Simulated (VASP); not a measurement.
# TiO2 (R-3m) in VASP: single point with r2SCAN

Aim: the single point of TiO2 with r2SCAN.

All numbers are computed with VASP 6.6.1; they aren't measurements. Logs are shortened: lines on timing, memory, paths and dates and some standing lists are left out, and cuts for length are marked.

### Step 1. The cell of the first run

Symmetry: R-3m, No. 166, trigonal system. The conventional cell has a = 2.995 Å, b = 2.995 Å, c = 20.945 Å, α = 90.00°, β = 90.00°, γ = 120.00°. Within 2.6 Å of Ti (site symmetry -3m) lie 6 O at 1.98 Å. Within 2.6 Å of O (site symmetry 3m) lie 3 Ti at 1.98 Å and 3 O at 2.60 Å.

### Step 2. Single point, r2SCAN

The input, POSCAR:

```
TiO2
1.0
    7.1924470000      0.0000000000      0.0000000000
    6.5690148859      2.9290505761      0.0000000000
    6.5690148859      1.3981782601      2.5737977446
Ti O
1 2
Direct
    0.0000000000      0.0000000000      0.0000000000
    0.6204700000      0.6204700000      0.6204700000
    0.3795300000      0.3795300000      0.3795300000
```

The input, INCAR.step1:

```
PREC     = Accurate       # precision mode
ENCUT    = 520            # plane-wave cutoff, eV
ISMEAR   = -1             # smearing method
SIGMA    = 0.01           # smearing width, eV
LREAL    = F              # projectors in reciprocal space
LASPH    = T              # aspherical terms in the spheres
NELM     = 100            # most SCF steps
NBANDS   = 19             # bands
GGA      = PE             # functional
ALGO     = Normal         # electronic algorithm
EDIFF    = 1E-4           # SCF threshold, eV
LWAVE    = T              # write WAVECAR
LCHARG   = F              # write CHGCAR
```

The input, INCAR.step2:

```
PREC     = Accurate       # precision mode
ENCUT    = 520            # plane-wave cutoff, eV
EDIFF    = 1E-6           # SCF threshold, eV
ISMEAR   = -1             # smearing method
SIGMA    = 0.01           # smearing width, eV
LREAL    = F              # projectors in reciprocal space
LASPH    = T              # aspherical terms in the spheres
NELM     = 100            # most SCF steps
ALGO     = Normal         # electronic algorithm
ISIF     = 2              # what is computed and relaxed
LWAVE    = F              # write WAVECAR
LCHARG   = F              # write CHGCAR
METAGGA  = R2SCAN         # meta-GGA
LMIXTAU  = T            
NBANDS   = 19             # bands
ISTART   = 1
```

The input, KPOINTS:

```
Automatic mesh
0
Gamma
  2 2 2
```

Potentials or basis: VASP PAW PBE potentials, release 64 (Ti_sv, O).

Run with:

```
cat potpaw_PBE.64/Ti_sv/POTCAR potpaw_PBE.64/O/POTCAR > POTCAR
cp INCAR.step1 INCAR
mpirun -np 1 vasp_std > vasp.out
cp INCAR.step2 INCAR
mpirun -np 1 vasp_std > vasp.out
```

OUTCAR:

```text
PREC = Accurate
   ENCUT = 520
   EDIFF = 1E-6
   ISMEAR = -1
   LREAL = F
   LASPH = T
   NELM = 100
   ISIF = 2
   METAGGA = R2SCAN
   ISTART = 1

 ion  position               nearest neighbor table
   1  0.000  0.000  0.000-   2 1.98   3 1.98   2 1.98   3 1.98   2 1.98   3 1.98
   2  0.620  0.620  0.620-   1 1.98   1 1.98   1 1.98
   3  0.380  0.380  0.380-   1 1.98   1 1.98   1 1.98

  LATTYP: Found a trigonal (rhomboedric) cell.
 ALAT       =     7.1924470000
 COS(alpha) =     0.9133212780

  Lattice vectors:

 A1 = (   7.1924470000,   0.0000000000,   0.0000000000)
 A2 = (   6.5690148859,   2.9290505761,   0.0000000000)
 A3 = (   6.5690148859,   1.3981782601,   2.5737977446)

Analysis of symmetry for initial positions (statically):
=====================================================================
 Subroutine PRICEL returns:
 Original cell was already a primitive cell.

 Routine SETGRP: Setting up the symmetry group for a
 trigonal (rhombohedral) supercell.

 Subroutine GETGRP returns: Found 12 space group operations
 (whereof 12 operations were pure point group operations)
 out of a pool of 12 trial point group operations.

The static configuration has the point symmetry D_3d.

Analysis of symmetry for dynamics (positions and initial velocities):
=====================================================================
 Subroutine PRICEL returns:
 Original cell was already a primitive cell.

 Routine SETGRP: Setting up the symmetry group for a
 trigonal (rhombohedral) supercell.

 Subroutine GETGRP returns: Found 12 space group operations
 (whereof 12 operations were pure point group operations)
 out of a pool of 12 trial point group operations.

The dynamic configuration has the point symmetry D_3d.

 Subroutine INISYM returns: Found 12 space group operations
 (whereof 12 operations are pure point group operations),
 and found     1 'primitive' translations

----------------------------------------------------------------------------------------

                                     Primitive cell

  volume of cell :      54.2223

  direct lattice vectors                    reciprocal lattice vectors
     7.192447000  0.000000000  0.000000000     0.139034740 -0.311814786 -0.185464699
     6.569014886  2.929050576  0.000000000     0.000000000  0.341407556 -0.185464699
     6.569014886  1.398178260  2.573797745     0.000000000  0.000000000  0.388530918

  length of vectors
     7.192447000  7.192447000  7.192447000     0.388530918  0.388530918  0.388530918

  position of ions in fractional coordinates (direct lattice)
     0.000000000  0.000000000  0.000000000
     0.620470000  0.620470000  0.620470000
     0.379530000  0.379530000  0.379530000

  ion indices of the primitive-cell ions
   primitive index   ion index
                 1           1
                 2           2
                 3           3

----------------------------------------------------------------------------------------

 KPOINTS: Automatic mesh

Automatic generation of k-mesh.
 Grid dimensions read from file:
 generate k-points for:    2    2    2

 Generating k-lattice:

  Cartesian coordinates                     Fractional coordinates (reciprocal lattice)
     0.069517370 -0.155907393 -0.092732349     0.500000000  0.000000000  0.000000000
     0.000000000  0.170703778 -0.092732349     0.000000000  0.500000000  0.000000000
     0.000000000  0.000000000  0.194265459     0.000000000  0.000000000  0.500000000

  Length of vectors
     0.194265459  0.194265459  0.194265459

  Shift w.r.t. Gamma in fractional coordinates (k-lattice)
     0.000000000  0.000000000  0.000000000

 Subroutine IBZKPT returns following result:
 ===========================================

 Found      4 irreducible k-points:

 Following reciprocal coordinates:
            Coordinates               Weight
  0.000000  0.000000  0.000000      1.000000
  0.500000  0.000000  0.000000      3.000000
  0.500000  0.500000  0.000000      3.000000
  0.500000  0.500000  0.500000      1.000000
   k-points           NKPTS =      4   k-points in BZ     NKDIM =      4   number of bands    NBANDS=     19
   number of dos      NEDOS =    301   number of ions     NIONS =      3
   total plane-waves  NPLWV = 157464
   dimension x,y,z NGX =    54 NGY =   54 NGZ =   54
   dimension x,y,z NGXF=   108 NGYF=  108 NGZF=  108
   ions per type =               1   2
   NGX,Y,Z   is equivalent  to a cutoff of  12.48, 12.48, 12.48 a.u.
   NGXF,Y,Z  is equivalent  to a cutoff of  24.96, 24.96, 24.96 a.u.
 SYSTEM =  unknown system
   PREC   = accura    normal or accurate (medium, high low for compatibility)
   ISTART =      1    job   : 0-new  1-cont  2-samecut
   ICHARG =      0    charge: 1-file 2-atom 10-const
   ISPIN  =      1    spin polarized calculation?
   LNONCOLLINEAR =      F non collinear calculations
   LSORBIT =      F    spin-orbit coupling
   LASPH  =      T    aspherical Exc in radial PAW
   ENCUT  =  520.0 eV  38.22 Ry    6.18 a.u.  13.37 13.37 13.37*2*pi/ulx,y,z
   NELM   =    100;   NELMIN=  2; NELMDL=  0     # of ELM steps
   EDIFF  = 0.1E-05   stopping-criterion for ELM
   LREAL  =      F    real-space projection
   EDIFFG = 0.1E-04   stopping-criterion for IOM
   NSW    =      0    number of steps for IOM
   IBRION =     -1    ionic relax: 0-MD 1-quasi-New 2-CG
   NFREE  =      0    steps in history (QN), initial steepest desc. (CG)
   ISIF   =      2    stress and relaxation
   ISYM   =      2    0-nonsym 1-usesym 2-fastsym
   POTIM  = 0.5000    time-step for ionic-motion
   TEBEG  =    0.0;   TEEND  =   0.0 temperature during run
   PSTRESS=    0.0 pullay stress
   NELECT =      24.0000    total number of electrons
   NUPDOWN=      -1.0000    fix difference up-down
   EMIN   =  10.00;   EMAX   =-10.00  energy-range for DOS
   EFERMI =   0.00;   METHOD = LEGACY
   ISMEAR =    -1;   SIGMA  =   0.01  broadening in eV -4-tet -1-fermi 0-gaus
   EFERMI_NEDOS =   21; number of points for ismear=-14 and -15
   IALGO  =     38    algorithm
   IMIX   =      4    mixing-type and parameters
     AMIX     =   0.40;   BMIX     =  1.00
     AMIX_MAG =   1.60;   BMIX_MAG =  1.00
  volume/ion in A,a.u.               =      18.07       121.97
  Fermi-wavevector in a.u.,A,eV,Ry     =   1.247630  2.357679 21.178576  1.556581
  Thomas-Fermi vector in A             =   2.381754
   LORBIT       =      0    0 simple, 1 ext, 2 COOP (PROOUT), +10 PAW based schemes
   METAGGA = R2SCAN    functional components
   LHFCALC =     F    Hartree Fock is set to
   AEXX    =    0.0000 exact exchange contribution
   IVDW    =     0    specifies the selected vdW correction
   LEPSILON=     F    determine dielectric tensor
   LRPA    =     F    only Hartree local field effects (RPA)
 non-spin polarized calculation
  energy-cutoff  :      520.00
  volume of cell :       54.22
 maximum number of plane-waves:      1507
 NGX is ok and might be reduce to    54
   NGX = 27   NGY = 27   NGZ = 27

 number of electron      24.0000006 magnetization

 Free energy of the ion-electron system (eV)
  ---------------------------------------------------
  ext. energy  EPLUGINS =         0.00000000
  ---------------------------------------------------
  free energy    TOTEN  =       -33.93255134 eV

  energy without entropy =      -33.93255134  energy(sigma->0) =      -33.93255134

 E-fermi :  -1.2593     XC(G=0):  -7.9263

 val. band max:       -1.6166398962   @ k =   0.5000   0.5000   0.5000
 cond. band min:       1.3580070147   @ k =   0.0000   0.0000   0.0000
 fundamental gap:      2.9746469110
 Fermi energy:        -1.2593361892

 k-point     1 :       0.0000    0.0000    0.0000
  band No.  band energies     occupation
      1     -60.3995      2.00000
      2     -35.6101      2.00000
      3     -35.3146      2.00000
      4     -35.3146      2.00000
      5     -19.8148      2.00000
      6     -18.0715      2.00000
[... 11 lines left out ...]
     18       6.4444      0.00000
     19       9.7492      0.00000

 k-point     2 :       0.5000    0.0000    0.0000
  band No.  band energies     occupation
      1     -60.3307      2.00000
      2     -35.8817      2.00000
      3     -35.4781      2.00000
      4     -35.4223      2.00000
      5     -18.9635      2.00000
      6     -18.2222      2.00000
[... 11 lines left out ...]
     18      11.2886      0.00000
     19      11.7134      0.00000

 k-point     3 :       0.5000    0.5000    0.0000
  band No.  band energies     occupation
      1     -60.3307      2.00000
      2     -35.8817      2.00000
      3     -35.4781      2.00000
      4     -35.4223      2.00000
      5     -18.9639      2.00000
      6     -18.2218      2.00000
[... 11 lines left out ...]
     18      11.3670      0.00000
     19      12.0540      0.00000

 k-point     4 :       0.5000    0.5000    0.5000
  band No.  band energies     occupation
      1     -60.3995      2.00000
      2     -35.6100      2.00000
      3     -35.3146      2.00000
      4     -35.3146      2.00000
      5     -19.8143      2.00000
      6     -18.0720      2.00000
[... 11 lines left out ...]
     18       7.2388      0.00000
     19       8.0915      0.00000

------------------------ aborting loop because EDIFF is reached ----------------------------------------

  FORCE on cell =-STRESS in cart. coord.  units (eV):
  Direction    XX          YY          ZZ          XY          YZ          ZX
  --------------------------------------------------------------------------------------
  -------------------------------------------------------------------------------------
  Total       -0.5674127     -0.3938770     -0.3885555     -0.0386888     -0.0048979     -0.0230118
  in kB      -16.7660855    -11.6383979    -11.4811579     -1.1431894     -0.1447255     -0.6799590
  external PRESSURE =     -13.2952137 kB  Pullay stress =       0.0000000 kB

 VOLUME and BASIS-vectors are now :
 -----------------------------------------------------------------------------
  energy-cutoff  :      520.00
  volume of cell :       54.22
      direct lattice vectors                 reciprocal lattice vectors
     7.192447000  0.000000000  0.000000000     0.139034740 -0.311814786 -0.185464699
     6.569014886  2.929050576  0.000000000     0.000000000  0.341407556 -0.185464699
     6.569014886  1.398178260  2.573797745     0.000000000  0.000000000  0.388530918

 POSITION                                       TOTAL-FORCE (eV/Angst)
 -----------------------------------------------------------------------------------
      0.00000      0.00000      0.00000         0.000000     -0.000000      0.000000
     12.61445      2.68492      1.59696         0.253757      0.054011      0.032125
      7.71603      1.64231      0.97683        -0.253757     -0.054011     -0.032125
 -----------------------------------------------------------------------------------
    total drift:                                0.000000     -0.000000     -0.000000

  FREE ENERGIE OF THE ION-ELECTRON SYSTEM (eV)
  ---------------------------------------------------
  free  energy   TOTEN  =       -33.9325513445 eV

  energy  without entropy=      -33.9325513445  energy(sigma->0) =      -33.93255134
```

Wall time 2.6 min (1 thread of Intel Xeon Platinum 8488C (Sapphire Rapids), shared host); peak memory 0.42 GiB.

What came out:

```
Free energy            : -33.9326 eV
Pressure               : -1.3 GPa
Largest force          : 0.261 eV/Å
Band gap on the k mesh : 2.97 eV, direct
```

Forces on the atoms (eV/Å):
```
Ti   0.000  0.000  0.000
O    0.254  0.054  0.032
O   -0.254 -0.054 -0.032
```

Stress tensor (GPa, compression positive):
```
-1.68 -0.11 -0.07
-0.11 -1.16 -0.01
-0.07 -0.01 -1.15
```

Caveat: the k points lie up to 1.22 Å⁻¹ apart; the PAW data sets were made with another functional, which shifts forces and pressure a little. r2SCAN opens gaps a little over a GGA but as a rule still falls short of measured ones.
